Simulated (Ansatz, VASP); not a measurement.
## MgO2: VASP beside Ansatz

```
Mg O
1.0
     1.66494    0.96125    3.49398
    -1.66494    0.96125    3.49398
     0.00000   -1.92251    3.49398
Mg O
1 2
Direct
  0.00000 0.00000 0.00000
  0.42879 0.42879 0.42879
  0.57121 0.57121 0.57121
```

Change from the starting cell: strain +0.0375 x Voigt [1, 1, 0, 0, 0, 0], atoms carried along.

Alike in both runs: task single point; functional LDA; k mesh 12 × 12 × 12; occupations gaussian, width 0.05 eV; no spin polarisation.

```csv
,VASP,Ansatz
version,VASP 6.6.1,Ansatz 0.2.0
potentials or method,"VASP PAW LDA potentials, release 64 (Mg, O), cutoff 520 eV","scalar-relativistic, plane waves, PAW"
valence electrons in the cell,14,22
```

VASP gave:

| Property | Result |
| --- | --- |
| gap on the k mesh at the Fermi level (eV) | 2.22 |
| least direct gap on the mesh (eV) | 2.22 |
| pressure (GPa) | -15.9 |
| traceless stress, the component that is largest in VASP (GPa) | 3.65 |
| rms of the force components (eV/Å) | 0.081 |

Task: Estimate Ansatz's values.

Result: gap on the k mesh at the Fermi level (eV): 2.25; least direct gap on the mesh (eV): 2.25; pressure (GPa): -15.3; traceless stress, the component that is largest in VASP (GPa): 2.14; rms of the force components (eV/Å): 0.044.

LDA's correlation is that of Perdew and Zunger in VASP and of Perdew and Wang (1992) in Ansatz. Atom by atom the forces differ by 0.125 eV/Å (rms over components). VASP's potentials hold 14 valence electrons a cell and Ansatz's 22, so a difference there can come from the potentials and not from the codes.
